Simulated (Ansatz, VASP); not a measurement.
# Zn: VASP beside Ansatz

INCAR

```
SYSTEM = Zn
PREC = Accurate
ENCUT = 520
EDIFF = 1E-7
ISMEAR = 0
SIGMA = 0.15
LREAL = .False.
LASPH = .True.
NELM = 100
ALGO = Fast
ISIF = 2
LWAVE = .False.
LCHARG = .False.
GGA = PE
NBANDS = 19
```

File KPOINTS:

```
regular mesh
0
Gamma
  21 21 10
  0 0 0
```

Contents of POSCAR:

```
Zn
1.0
    2.6647980532      0.0000000000      0.0000000000
   -1.3323990266      2.3077828100     -0.0461556562
    0.0000000000     -0.0989340000      4.9467000000
Zn
2
Direct
    0.3333333333      0.6666666667      0.2500000000
    0.6666666667      0.3333333333      0.7500000000
```

Input for Ansatz:

```yaml
crystal:
  lattice:
    - [2.6647980532, 0.0, 0.0]
    - [-1.3323990266, 2.30778281, -0.0461556562]
    - [0.0, -0.098934, 4.9467]
  atoms:
    - { symbol: Zn, position: [0.3333333333, 0.6666666667, 0.25] }
    - { symbol: Zn, position: [0.6666666667, 0.3333333333, 0.75] }
basis:
  ecutwfc: 420
kpoints:
  mp_grid: { grid: [21, 21, 10] }
hamiltonian:
  xc: pbe
scf:
  occupations: { method: gaussian, width: 0.15 }
output:
  forces: true
  stress: true
  eigenvalues: true
```

Change from the starting cell: strain -0.0400 x Voigt [0, 0, 0, 1, 0, 0], atoms carried along.

Alike in both runs: task single point; functional PBE; k mesh 21 × 21 × 10; occupations gaussian, width 0.15 eV; no spin polarisation.

|  | VASP | Ansatz |
| --- | --- | --- |
| version | VASP 6.6.1 | Ansatz 0.2.0 |
| potentials or method | VASP PAW PBE potentials, release 64 (Zn), cutoff 520 eV | scalar-relativistic, plane waves, PAW |
| valence electrons in the cell | 24 | 24 |

```tsv
	VASP	Ansatz	Ansatz less VASP
gap on the k mesh at the Fermi level (eV)	none	none	-
pressure (GPa)	0.1	-0.2	-0.34
traceless stress, the component that is largest in VASP (GPa)	1.27	1.41	+0.141
rms of the force components (eV/Å)	0.004	0.004	0.0000
```

Atom by atom the forces differ by 0.000 eV/Å (rms over components). A gap of «none» marks a metal or a gap that the smearing closes.
